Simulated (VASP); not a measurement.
A run of VASP 6.6.1 is set up as follows.

INCAR

```
PREC = Accurate
ENCUT = 520
EDIFF = 1E-6
ISMEAR = -1
SIGMA = 0.05
LREAL = False
LASPH = True
NELM = 60
ALGO = Normal
ISIF = 2
LWAVE = False
LCHARG = False
GGA = PE
NBANDS = 14
```

File KPOINTS:

```
regular mesh
0
Gamma
  10 10 10
```

The input POSCAR:

```
Br
1.0
    0.0000000000      3.5019060821      3.5019060821
    3.5019060821      0.0000000000      3.5019060821
    3.5019060821      3.5019060821      0.0000000000
Br
2
Direct
    0.0000000000      0.0000000000      0.0000000000
    0.2500000000      0.2500000000      0.2500000000
```

Potentials or basis: VASP PAW PBE potentials, release 64 (Br).

Command:

```console
$ cat potpaw_PBE.64/Br/POTCAR > POTCAR
$ mpirun -np 1 vasp_std > vasp.out
```

Problem. Predict the pressure.

Solution. 0.0 GPa.

Problem. Predict the band gap on the k mesh.

Solution. Zero (bands 7 and 8 overlap by 1.20 eV).
